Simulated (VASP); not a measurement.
**Al16HO: single point with PBE**

The system is Al16HO, a slab with vacuum.

```xyz
18
Lattice="5.7276 0.0000 0.0000 2.8638 4.9602 0.0000 0.0000 0.0000 18.0148" Properties=species:S:1:pos:R:3 pbc="T T T"
Al    0.0000    0.0000    1.0000
Al    2.8638    0.0000    1.0000
Al    1.4319    2.4801    1.0000
Al    4.2957    2.4801    1.0000
Al    1.3780    0.8692    3.2618
Al    4.4974    0.8826    3.1648
Al    2.9823    3.2575    3.3044
Al    5.9100    3.6637    3.2900
Al   -0.1224    1.4510    5.5609
Al    3.0215    1.1821    5.3438
Al    1.6146    3.7339    5.6636
Al    4.1073    3.9890    5.4051
Al   -0.3990   -0.0575    8.8213
Al    1.9940    0.0916    7.9671
Al    0.8703    2.7619    8.1913
Al    3.8474    2.0649    7.8660
O    -0.0510   -0.4741   10.4452
H    -0.1968   -0.0753   11.3159
```

| Property | Result |
| --- | --- |
| Program | VASP 6.6.1 |
| Task | single point |
| Functional | PBE |
| Potentials or basis | VASP PAW PBE potentials, release 64 (Al, O, H) |
| Cutoff | 520 eV |
| k mesh | 2 × 2 × 1 |
| Occupations | fermi-dirac, width 0.15 eV |
| Spin | no spin polarisation |

The largest force is 1.346 eV/Å. The band gap on the k mesh is zero (an odd number of electrons rules out a gap without spin polarisation).

Forces in eV/Å, atoms in the order of the input:
```
Al   0.088 -0.111 -0.280
Al  -0.029  0.178 -0.408
Al   0.036 -0.015 -0.007
Al   0.025  0.091 -0.146
Al   0.226  0.290  0.267
Al  -0.273  0.303  0.486
Al  -0.452 -0.385 -0.630
Al  -0.276 -0.992  0.710
Al   0.614  0.185 -0.136
Al  -0.499 -0.014 -0.089
Al  -0.840  0.145 -0.320
Al   1.265  0.286  0.362
Al  -0.611  0.059  0.098
Al   0.813 -0.201 -0.389
Al  -0.091 -0.392 -0.115
Al   0.043  0.592  0.065
O    0.009 -0.045  0.722
H   -0.049  0.028 -0.192
```

Levels at points of the mesh, in eV from the Fermi level:
| k point | band 22 | band 23 | band 24 | band 25 | band 26 | band 27 | band 28 | band 29 | band 30 | band 31 |
| --- | --- | --- | --- | --- | --- | --- | --- | --- | --- | --- |
| (0.00, 0.00, 0.00) | -2.57 | -2.40 | -2.29 | -2.07 | -1.92 | -1.77 | -0.56 | -0.33 | -0.16 | -0.14 |
| (0.50, 0.00, 0.00) | -1.60 | -0.92 | -0.56 | -0.55 | -0.43 | 0.23 | 0.43 | 0.57 | 0.72 | 0.75 |
| (0.50, 0.50, 0.00) | -1.61 | -0.87 | -0.84 | -0.51 | -0.38 | 0.16 | 0.25 | 0.53 | 0.71 | 0.87 |
| (0.00, 0.50, 0.00) | -1.64 | -0.68 | -0.59 | -0.52 | -0.42 | 0.25 | 0.44 | 0.53 | 0.71 | 0.87 |

Wall time 4.3 min on 1 thread of Intel(R) Xeon(R) Platinum 8259CL CPU @ 2.50GHz (Skylake/Cascade Lake), on a shared host, peak memory 0.64 GiB.

Caveat: the k points lie up to 0.63 Å⁻¹ apart, too coarse for converged energies and pressures of a metal; there is no dipole correction, which matters where the two faces differ.
